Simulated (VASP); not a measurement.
Here is a VASP 6.6.1 calculation.

INCAR

```
PREC = Accurate
ENCUT = 520
EDIFF = 1E-6
ISMEAR = -1
SIGMA = 0.02
LREAL = F
LASPH = T
NELM = 100
ALGO = Normal
ISIF = 2
LWAVE = F
LCHARG = F
NBANDS = 30
```

File KPOINTS:

```
regular mesh
0
Gamma
  9 9 9
```

File POSCAR:

```
BaRhO3
1.0
    4.0125610000      0.0000000000      0.0000000000
    0.0000000000      4.0125610000      0.0000000000
    0.0000000000      0.0000000000      4.2632757185
Ba Rh O
1 1 3
Direct
    0.0000000000      0.0000000000      0.0000000000
    0.5000000000      0.5000000000      0.5000000000
    0.5000000000      0.0000000000      0.5000000000
    0.0000000000      0.5000000000      0.5000000000
    0.5000000000      0.5000000000      0.0000000000
```

Potentials or basis: VASP PAW LDA potentials, release 64 (Ba_sv, Rh_pv, O).

Command:

```bash
$ cat potpaw_LDA.64/Ba_sv/POTCAR potpaw_LDA.64/Rh_pv/POTCAR potpaw_LDA.64/O/POTCAR > POTCAR
$ mpirun -np 1 vasp_std > vasp.out
```

Q: What does it give for the pressure?

A: -13.6 GPa.

Q: What does it give for the band gap on the k mesh?

A: Zero (an odd number of electrons rules out a gap without spin polarisation).

Stress tensor (GPa, compression positive):
```
-12.94   0.00   0.00
  0.00 -12.94   0.00
  0.00   0.00 -15.06
```

Caveat: the cell stands under tension; spin-orbit coupling is left out, which moves the levels of the heavy elements; an odd number of electrons without spin polarisation forces a metal; a magnetic or distorted state may lie lower.
